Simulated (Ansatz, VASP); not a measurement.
## Ir: VASP beside Ansatz

```
Ir
1.0
    -2.23194    2.23194    1.23705
     2.23194   -2.23194    1.23705
     2.23194    2.23194   -1.23705
Ir
2
Direct
  0.62500 0.87500 0.75000
  0.37500 0.12500 0.25000
```

Change from the starting cell: volume scaled by 0.76, PAW files.

Alike in both runs: task single point; functional PBE; k mesh 18 × 18 × 18; occupations fermi-dirac, width 0.05 eV; no spin polarisation.

|  | VASP | Ansatz |
| --- | --- | --- |
| version | VASP 6.6.1 | Ansatz 0.2.0 |
| potentials or method | VASP PAW PBE potentials, release 64 (Ir) | PAW with Ansatz's default frozen-core files, scalar-relativistic |
| plane-wave cutoff (eV) | 520 | 420 |
| valence electrons in the cell | 18 | 34 |

Ansatz gave:

| Property | Result |
| --- | --- |
| pressure (GPa) | 146.5 |
| traceless stress, the component that is largest in VASP (GPa) | 0.01 |

Task: Estimate VASP's values.

Result: Pressure (GPa): 147.2; traceless stress, the component that is largest in VASP (GPa): 1.10.

Both programs put the cell under a high pressure, so it lies far from rest at this level. VASP's potentials hold 18 valence electrons a cell and Ansatz's 34, so a difference there can come from the potentials and not from the codes.

Spin-orbit coupling is off throughout. Noted on VASP's run: the cell as given lies far from equilibrium.
